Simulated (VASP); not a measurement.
Wanted: the native input for a VASP 6.6.1 run.

```yaml
Task: single point
Functional: LDA
Potentials_or_basis: VASP PAW LDA potentials, release 64 (H)
Cutoff: 520 eV
k_mesh: 8 × 8 × 4
Occupations: gaussian, width 0.05 eV
Spin: no spin polarisation
Dipole_correction: no
Further_INCAR_settings: ALGO = Normal; EDIFF = 1e-07; NBANDS = 10
```

The structure of H lies in POSCAR:

```
H
1.0
    1.5496199484     -2.5677869362      0.0000000000
    1.5496199484      2.5677869362      0.0000000000
    0.0000000000      0.0000000000      6.3137686200
H
4
Direct
    0.5678085000      0.4321915000      0.9995149500
    0.4321915000      0.5678085000      0.0004850500
    0.4321915000      0.5678085000      0.4995149500
    0.5678085000      0.4321915000      0.5004850500
```

This cell differs from its parent crystal: strain -0.0600 x Voigt [1, 1, 0, 0, 0, 0].

These files were run (other wordings do the same):

INCAR

```
SYSTEM = H
ALGO = Normal ; EDIFF = 1E-7
ENCUT = 520 ; ISIF = 2
ISMEAR = 0 ; LASPH = .True.
LCHARG = .False. ; LREAL = .False.
LWAVE = .False. ; NBANDS = 10
NELM = 60 ; PREC = Accurate
SIGMA = 0.05
```

KPOINTS

```
k-points
0
Gamma
  8 8 4
  0 0 0
```

Potentials or basis: VASP PAW LDA potentials, release 64 (H).

Command:

```bash
$ cat potpaw_LDA.64/H/POTCAR > POTCAR
$ mpirun -np 1 vasp_std > vasp.out
```

It gave:

The pressure is 3.7 GPa and the largest force is 2.924 eV/Å. The band gap on the k mesh is 8.16 eV.

Caveat: the cell differs from its parent crystal (strain -0.0600 x Voigt [1, 1, 0, 0, 0, 0]); forces of over 1 eV/Å act on the atoms, so gaps and moduli don't describe the material at rest.

Run time: 14 s on 1 thread of Intel(R) Xeon(R) Platinum 8375C CPU @ 2.90GHz (Ice Lake), with other jobs on the host, peak memory 0.15 GiB.
